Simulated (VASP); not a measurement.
A run of VASP 6.6.1:

File INCAR:

```
PREC = Accurate
ENCUT = 520
EDIFF = 1E-7
ISMEAR = -1
SIGMA = 0.05
LREAL = False
LASPH = True
NELM = 60
ALGO = Normal
ISIF = 2
LWAVE = False
LCHARG = False
GGA = PE
NBANDS = 18
```

KPOINTS

```
regular mesh
0
Gamma
  15 15 8
```

Contents of POSCAR:

```
Ag
1.0
    2.4424360943      0.0000000000      0.0000000000
   -1.2212180472      2.1152117048      0.0000000000
    0.0000000000      0.0000000000      4.0091366614
Ag
2
Direct
    0.3333333333      0.6666666667      0.2500000000
    0.6666666667      0.3333333333      0.7500000000
```

Potentials or basis: VASP PAW PBE potentials, release 64 (Ag).

Run with:

```bash
$ cat potpaw_PBE.64/Ag/POTCAR > POTCAR
$ mpirun -np 1 vasp_std > vasp.out
```

Hardware: 1 thread of AMD EPYC 9R45 96-Core Processor (Zen 5), with other jobs on the host.

Q: Estimate the wall time of this run.

A: It took 24 s on 1 thread of AMD EPYC 9R45 96-Core Processor (Zen 5), on a shared host, peak memory 0.13 GiB. Counts: scf iterations 13, k points 135.
